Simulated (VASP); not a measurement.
Crystal: HgTe.

```
CELL_PARAMETERS angstrom
-2.98343 2.98343 1.52758
2.98343 -2.98343 1.52758
2.98343 2.98343 -1.52758
ATOMIC_POSITIONS crystal
Hg 0.75000 0.25000 0.50000
Te 0.00000 0.00000 0.00000
```

Base run:

```yaml
Program: VASP 6.6.1
Functional: PBE
Potentials_or_basis: VASP PAW PBE potentials, release 64 (Hg, Te)
Cutoff: 520 eV
k_mesh: 10 × 10 × 10
Occupations: fermi-dirac, width 0.05 eV
Spin: no spin polarisation
```

Its results: band gap on the k mesh zero (bands 9 and 10 overlap by 3.72 eV); pressure 3.1 GPa.

Task: The run is repeated on the same cell with these changes: functional from PBE to LDA; potentials or basis from VASP PAW PBE potentials, release 64 (Hg, Te) to VASP PAW LDA potentials, release 64 (Hg, Te). What comes out?

Result: Band gap on the k mesh zero (bands 9 and 10 overlap by 3.72 eV); pressure -2.2 GPa.

Caveats: spin-orbit coupling is left out, which moves the levels of the heavy elements; the cell stands under pressure (at least some runs).
